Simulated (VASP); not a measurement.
# Te6Mo3H (a cell with a defect) in VASP: a series of runs, part 2 of 2

VASP 6.6.1. Earlier steps stand in the parts before.

### Step 3. Single point, PBEsol+D3(BJ)

The input, INCAR:

```
PREC = Accurate ; ENCUT = 400
EDIFF = 1E-6 ; ISMEAR = 0
SIGMA = 0.05 ; LREAL = F
LASPH = T ; NELM = 120
ALGO = Normal ; ISIF = 2
LWAVE = F ; LCHARG = F
GGA = PS ; IVDW = 12
NBANDS = 50 ; GGA_COMPAT = F
```

The input, KPOINTS:

```
regular mesh
0
Gamma
  9 9 2
```

The input, POSCAR:

```
Te6Mo3H
1.0
    3.4334342720      0.0000000000      0.0000000000
   -1.7167171360      2.9734413017      0.0000000000
    0.0000000000      0.0000000000     20.7704294686
Te Mo H
6 3 1
Direct
    0.0000000000      0.0000000000      0.9125759363
    0.3333333333      0.6666666667      0.5917818730
    0.3333333333      0.6666666667      0.2333053354
    0.3333333333      0.6666666667      0.7666946646
    0.3333333333      0.6666666667      0.4082181270
    0.0000000000      0.0000000000      0.0874240637
    0.0000000000      0.0000000000      0.6791511892
    0.0000000000      0.0000000000      0.3208488108
    0.3333333333      0.6666666667      0.0000000000
   -0.4689764967     -0.4428215817      0.9190103014
```

Potentials or basis: VASP PAW PBE potentials, release 64 (Te, Mo_sv, H).

Run with:

```
$ cat potpaw_PBE.64/Te/POTCAR potpaw_PBE.64/Mo_sv/POTCAR potpaw_PBE.64/H/POTCAR > POTCAR
$ mpirun -np 1 vasp_std > vasp.out
```

OUTCAR:

```text
PREC = Accurate
   ENCUT = 400
   EDIFF = 1E-6
   ISMEAR = 0
   LREAL = F
   LASPH = T
   NELM = 120
   ISIF = 2
   GGA = PS
   IVDW = 12
 IVDW          = 12

 ion  position               nearest neighbor table
   1  0.000  0.000  0.913-  10 1.57  10 1.87   9 2.69   9 2.69   9 2.69   4 3.62   4 3.62   4 3.62
                             6 3.63
   2  0.333  0.667  0.592-   7 2.69   7 2.69   7 2.69   4 3.63
   3  0.333  0.667  0.233-   8 2.69   8 2.69   8 2.69   6 3.62   6 3.62   6 3.62   5 3.63
   4  0.333  0.667  0.767-   7 2.69   7 2.69   7 2.69   1 3.62   1 3.62   1 3.62   2 3.63
   5  0.333  0.667  0.408-   8 2.69   8 2.69   8 2.69   3 3.63
   6  0.000  0.000  0.087-   9 2.69   9 2.69   9 2.69   3 3.62   3 3.62   3 3.62   1 3.63
   7  0.000  0.000  0.679-   2 2.69   2 2.69   2 2.69   4 2.69   4 2.69   4 2.69
   8  0.000  0.000  0.321-   5 2.69   5 2.69   5 2.69   3 2.69   3 2.69   3 2.69
   9  0.333  0.667  0.000-  10 1.92   6 2.69   1 2.69   1 2.69   6 2.69   6 2.69   1 2.69
  10  0.531  0.557  0.919-   1 1.57   1 1.87   9 1.92

  LATTYP: Found a hexagonal cell.
 ALAT       =     3.4334342720
 C/A-ratio  =     6.0494617992

  Lattice vectors:

 A1 = (   3.4334342720,   0.0000000000,   0.0000000000)
 A2 = (  -1.7167171360,   2.9734413017,   0.0000000000)
[... 1470 lines left out ...]

 [... further k-points ...]

------------------------ aborting loop because EDIFF is reached ----------------------------------------

 Edisp (eV)   -5.04406

 E8    (eV) :    -3.4319

  FORCE on cell =-STRESS in cart. coord.  units (eV):
  Direction    XX          YY          ZZ          XY          YZ          ZX
  --------------------------------------------------------------------------------------
  -------------------------------------------------------------------------------------
  Total       4.15624     9.26130     3.12374     5.26034     0.04869    -0.89618
  in kB      31.40347    69.97595    23.60218    39.74579     0.36786    -6.77128
  external pressure =       41.66 kB  Pullay stress =        0.00 kB

 VOLUME and BASIS-vectors are now :
 -----------------------------------------------------------------------------
  energy-cutoff  :      400.00
  volume of cell :      212.05
      direct lattice vectors                 reciprocal lattice vectors
     3.433434272  0.000000000  0.000000000     0.291253573  0.168155329  0.000000000
    -1.716717136  2.973441302  0.000000000     0.000000000  0.336310658  0.000000000
     0.000000000  0.000000000 20.770429469     0.000000000  0.000000000  0.048145369

 POSITION                                       TOTAL-FORCE (eV/Angst)
 -----------------------------------------------------------------------------------
      0.00000      0.00000     18.95459         1.911207      2.221701     -1.853709
     -0.00000      1.98229     12.29156        -0.000614     -0.000735     -0.065048
     -0.00000      1.98229      4.84585        -0.011681      0.004160     -0.058097
     -0.00000      1.98229     15.92458         0.023510     -0.006603      0.053609
     -0.00000      1.98229      8.47887        -0.001633     -0.000307      0.044950
      0.00000      0.00000      1.81584        -0.025218      0.003041      0.489821
      0.00000      0.00000     14.10626         0.009147     -0.000920      0.070706
      0.00000      0.00000      6.66417         0.003158     -0.000864      0.012403
     -0.00000      1.98229      0.00000        -0.219038      0.171084      0.896991
      0.86672      1.65674     19.08824        -1.688838     -2.390557      0.408374
 -----------------------------------------------------------------------------------
    total drift:                               -0.000075      0.000058     -0.000323

  FREE ENERGIE OF THE ION-ELECTRON SYSTEM (eV)
  ---------------------------------------------------
  free  energy   TOTEN  =       -64.4551589739 eV

  energy  without entropy=      -64.4504336256  energy(sigma->0) =      -64.45279630
```

stdout:

```text
POSCAR found type information on POSCAR TeMoH
 POSCAR found :  3 types and      10 ions
 scaLAPACK will be used
 -----------------------------------------------------------------------------
|                                                                             |
|                                                                             |
|     You enforced a specific xc type in the INCAR file but a different       |
|     I HOPE YOU KNOW WHAT YOU ARE DOING!                                     |
|                                                                             |
 -----------------------------------------------------------------------------

 LDA part: xc-table for (Slater+PW92), standard interpolation
 POSCAR, INCAR and KPOINTS ok, starting setup
 FFT: planning ... GRIDC
 FFT: planning ... GRID_SOFT
 FFT: planning ... GRID
 WAVECAR not read
 entering main loop
```

Wall time 13 min (1 thread of Intel Xeon 6975P-C (Granite Rapids), shared host); peak memory 0.6 GiB.

Results:

| Property | Result |
| --- | --- |
| Free energy | -64.4552 eV |
| Pressure | 4.2 GPa |
| Largest force | 3.468 eV/Å |
| Band gap on the k mesh | zero (an odd number of electrons rules out a gap without spin polarisation) |
| Dispersion energy per atom | -0.504 eV |

Forces on the atoms (eV/Å):
```
Te   1.911  2.222 -1.854
Te  -0.001 -0.001 -0.065
Te  -0.012  0.004 -0.058
Te   0.024 -0.007  0.054
Te  -0.002  0.000  0.045
Te  -0.025  0.003  0.490
Mo   0.009 -0.001  0.071
Mo   0.003 -0.001  0.012
Mo  -0.219  0.171  0.897
H   -1.689 -2.391  0.408
```

Stress tensor (GPa, compression positive):
```
 3.14  3.97 -0.68
 3.97  7.00  0.04
-0.68  0.04  2.36
```

Caveat: the PAW data sets were made with another functional, which shifts forces and pressure a little; spin-orbit coupling is left out, which moves the levels of the heavy elements.

### Step 4. Single point, PBEsol+D3(BJ)

The input, INCAR:

```
  ALGO = Normal
  EDIFF = 1E-6
  ENCUT = 400
  GGA = PS
  GGA_COMPAT = F
  ISIF = 2
  ISMEAR = 0
  IVDW = 12
  LASPH = T
  LCHARG = T
  LELF = T
  LREAL = F
  LVHAR = T
  LWAVE = F
  NBANDS = 50
  NELM = 120
  PREC = Accurate
  SIGMA = 0.05
```

The input, KPOINTS:

```
k-points
0
Gamma
  9 9 2
```

Edit POSCAR of step 3 so:

```diff
@@ -17,2 +17,2 @@
     0.3333333333      0.6666666667      0.0000000000
-   -0.4689764967     -0.4428215817      0.9190103014
+   -0.2189764967     -0.5261549150      0.6690103014
```

Run with:

```
$ cat potpaw_PBE.64/Te/POTCAR potpaw_PBE.64/Mo_sv/POTCAR potpaw_PBE.64/H/POTCAR > POTCAR
$ mpirun -np 1 vasp_std > vasp.out
```

It took 8 min on 1 thread of AMD EPYC 9R45 (Zen 5), shared host; peak memory 0.56 GiB.

It converged, with:

```yaml
Free_energy: -66.1443 eV
Pressure: 2.9 GPa
Largest_force: 2.334 eV/Å
Band_gap_on_the_k_mesh: zero (an odd number of electrons rules out a gap without spin polarisation)
Dispersion_energy_per_atom: -0.504 eV
```

Forces on the atoms (eV/Å):
```
Te   0.001 -0.005 -0.054
Te   0.175  0.482 -1.418
Te  -0.001 -0.001 -0.040
Te   0.059  0.291  1.213
Te   0.000 -0.002  0.069
Te   0.001  0.000  0.032
Mo  -0.259  1.559 -0.098
Mo   0.001  0.000  0.015
Mo  -0.001 -0.006  0.002
H    0.024 -2.318  0.278
```

Stress tensor (GPa, compression positive):
```
 1.44 -0.23 -0.15
-0.23  4.04  0.08
-0.15  0.08  3.14
```

Levels at points of the mesh, in eV from the Fermi level:
| k point | band 36 | band 37 | band 38 | band 39 | band 40 | band 41 | band 42 | band 43 |
| --- | --- | --- | --- | --- | --- | --- | --- | --- |
| (0.00, 0.00, 0.00) | -1.44 | -1.36 | -0.60 | -0.37 | 1.48 | 2.27 | 2.32 | 2.52 |
| (0.00, 0.00, 0.50) | -1.44 | -1.31 | -0.60 | -0.37 | 1.48 | 2.27 | 2.32 | 2.53 |

Caveat: the PAW data sets were made with another functional, which shifts forces and pressure a little; spin-orbit coupling is left out, which moves the levels of the heavy elements.

### Step 5. Single point, PBEsol+D3(BJ)

The input, INCAR:

```
SYSTEM = Te6Mo3H
  ALGO = Normal
  EDIFF = 1E-6
  ENCUT = 400
  GGA = PS
  GGA_COMPAT = .False.
  ISIF = 2
  ISMEAR = 0
  IVDW = 12
  LASPH = .True.
  LCHARG = .False.
  LREAL = .False.
  LWAVE = .False.
  NBANDS = 50
  NELM = 120
  PREC = Accurate
  SIGMA = 0.05
```

The input, KPOINTS:

```
k-points
0
Gamma
  9 9 2
  0 0 0
```

Edit POSCAR of step 4 so:

```diff
@@ -17,2 +17,2 @@
     0.3333333333      0.6666666667      0.0000000000
-   -0.2189764967     -0.5261549150      0.6690103014
+    0.1976901700      0.1405117517      0.2523436347
```

Run with:

```
$ cat potpaw_PBE.64/Te/POTCAR potpaw_PBE.64/Mo_sv/POTCAR potpaw_PBE.64/H/POTCAR > POTCAR
$ mpirun -np 1 vasp_std > vasp.out
```

Wall time 8.7 min (1 thread of AMD EPYC 9R45 (Zen 5), shared host); peak memory 0.56 GiB.

The run converged. Its results:

* Free energy: -64.5655 eV
* Pressure: 4.7 GPa
* Largest force: 2.880 eV/Å
* Band gap on the k mesh: zero (an odd number of electrons rules out a gap without spin polarisation)
* Dispersion energy per atom: -0.504 eV

Forces on the atoms (eV/Å):
```
Te   0.002  0.002 -0.068
Te   0.000  0.000 -0.089
Te  -0.084  2.208 -1.701
Te   0.001  0.001  0.025
Te  -0.227 -0.113  0.967
Te   0.009  0.010  0.023
Mo   0.001  0.000  0.026
Mo  -0.517 -0.783  2.723
Mo  -0.004 -0.008  0.084
H    0.818 -1.316 -1.990
```

Stress tensor (GPa, compression positive):
```
 2.54 -1.74 -1.09
-1.74  6.30 -1.78
-1.09 -1.78  5.32
```

Levels at points of the mesh, in eV from the Fermi level:
| k point | band 35 | band 36 | band 37 | band 38 | band 39 | band 40 | band 41 | band 42 | band 43 | band 44 |
| --- | --- | --- | --- | --- | --- | --- | --- | --- | --- | --- |
| (0.00, 0.00, 0.00) | -1.39 | -1.39 | -1.35 | -0.98 | -0.37 | 1.30 | 1.80 | 2.06 | 2.54 | 2.59 |
| (0.00, 0.00, 0.50) | -1.41 | -1.39 | -1.39 | -0.94 | -0.37 | 1.30 | 1.80 | 2.06 | 2.55 | 2.59 |

Caveat: the PAW data sets were made with another functional, which shifts forces and pressure a little; spin-orbit coupling is left out, which moves the levels of the heavy elements.

### Step 6. Overview

| cell | gap on the mesh (eV) | pressure (GPa) | largest force (eV/Å) |
| --- | --- | --- | --- |
| as given, atomic positions A | none | 3.4 | 2.42 |
| as given, atomic positions B | none | 4.2 | 3.47 |
| as given, atomic positions C | none | 2.9 | 2.33 |
| as given, atomic positions D | none | 4.7 | 2.88 |

Alike in all rows: task single point; level PBEsol+D3(BJ); potentials or basis VASP PAW PBE potentials, release 64 (Te, Mo_sv, H); no spin polarisation; k mesh 9 × 9 × 2; cutoff (eV) 400; smearing gaussian 0.05 eV.

Caveats: the PAW data sets were made with another functional, which shifts forces and pressure a little; spin-orbit coupling is left out, which moves the levels of the heavy elements.

Total energies depend on the potentials used, so only differences within one code and one set of settings carry meaning.
